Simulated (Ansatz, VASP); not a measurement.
# BH8C2N: VASP beside Ansatz

```
B H C N
1.0
     5.78701   -0.00641   -0.02549
     2.43230    5.44430   -0.04540
     0.88390    0.68544    6.03214
B H C N
2 16 4 2
Direct
  0.48780 0.86920 0.89928
  0.51220 0.13080 0.10072
  0.66824 0.14318 0.52173
  0.33176 0.85682 0.47827
  0.86961 0.02981 0.74431
  0.13039 0.97019 0.25569
  0.68860 0.35318 0.69040
  0.31140 0.64682 0.30960
  0.22899 0.51791 0.77239
  0.77101 0.48209 0.22761
  0.07720 0.31228 0.88146
  0.92280 0.68772 0.11854
  0.21201 0.30809 0.60128
  0.78799 0.69191 0.39872
  0.28833 0.85928 0.87318
  0.71167 0.14072 0.12682
  0.67176 0.72173 0.80418
  0.32824 0.27827 0.19582
  0.68895 0.16888 0.69041
  0.31105 0.83112 0.30959
  0.23409 0.33211 0.77021
  0.76591 0.66789 0.22979
  0.47766 0.14449 0.84359
  0.52234 0.85551 0.15641
```

Alike in both runs: task electric field gradients; functional PBE; dispersion D3(BJ); k mesh 4 × 4 × 4; no spin polarisation.

|  | VASP | Ansatz |
| --- | --- | --- |
| version | VASP 6.6.1 | Ansatz 0.2.0 |
| potentials or method | VASP PAW PBE potentials, release 64 (B, H, C, N), cutoff 520 eV | scalar-relativistic, plane waves, PAW |
| occupations | gaussian, width 0.01 eV | fixed |
| valence electrons in the cell | 48 | 48 |

Ansatz gave:

- gap on the k mesh at the Fermi level (eV): 5.39
- least direct gap on the mesh (eV): 5.77
- pressure (GPa): 0.0
- rms of the force components (eV/Å): 0.000
- size of Vzz on the site where it differs most (V/Å²): 28.8

Which values does VASP return?

gap on the k mesh at the Fermi level (eV): 5.39; least direct gap on the mesh (eV): 5.77; pressure (GPa): -0.1; rms of the force components (eV/Å): 0.011; size of Vzz on the site where it differs most (V/Å²): 30.6.

Atom by atom the forces differ by 0.011 eV/Å (rms over components).
